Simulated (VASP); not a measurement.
Sn3Se, 4 atoms in the cell. It takes space group Pm-3m (No. 221, cubic). Conventional cell: a = 4.742 Å, b = 4.742 Å, c = 4.742 Å, α = 90.00°, β = 90.00°, γ = 90.00°. Within 4.4 Å of Sn (site symmetry 4/mmm) lie 8 Sn at 3.35 Å and 4 Se at 3.35 Å. Se (site symmetry m-3m) has 12 Sn at 3.35 Å within 4.4 Å. 

| Quantity | Value |
| --- | --- |
| Program | VASP 6.6.1 |
| Task | single point |
| Functional | PBE-based global hybrid with 35 % exact exchange |
| Potentials or basis | VASP PAW PBE potentials, release 64 (Sn_d, Se) |
| Cutoff | 520 eV |
| k mesh | 3 × 3 × 3 |
| Occupations | fermi-dirac, width 0.05 eV |
| Spin | no spin polarisation |
| Dipole correction | no |
| Grid for exact exchange (PRECFOCK) | Normal |
| Share of exact exchange | 0.35 |
| Further INCAR settings | ALGO = Normal; EDIFF = 1e-06; NBANDS = 32 |

Potentials or basis: VASP PAW PBE potentials, release 64 (Sn_d, Se).

Launch:

```console
$ cat potpaw_PBE.64/Sn_d/POTCAR potpaw_PBE.64/Se/POTCAR > POTCAR
$ cp INCAR.step1 INCAR
$ mpirun -np 1 vasp_std > vasp.out
$ cp INCAR.step2 INCAR
$ mpirun -np 1 vasp_std > vasp.out
```

Hardware: 1 thread of Intel(R) Xeon(R) Platinum 8488C (Sapphire Rapids), with other jobs on the host.

Task: Estimate the wall time of this run.

Result: Run time: 11 min on 1 thread of Intel(R) Xeon(R) Platinum 8488C (Sapphire Rapids), with other jobs on the host, peak memory 0.23 GiB. Counts: k points 4.
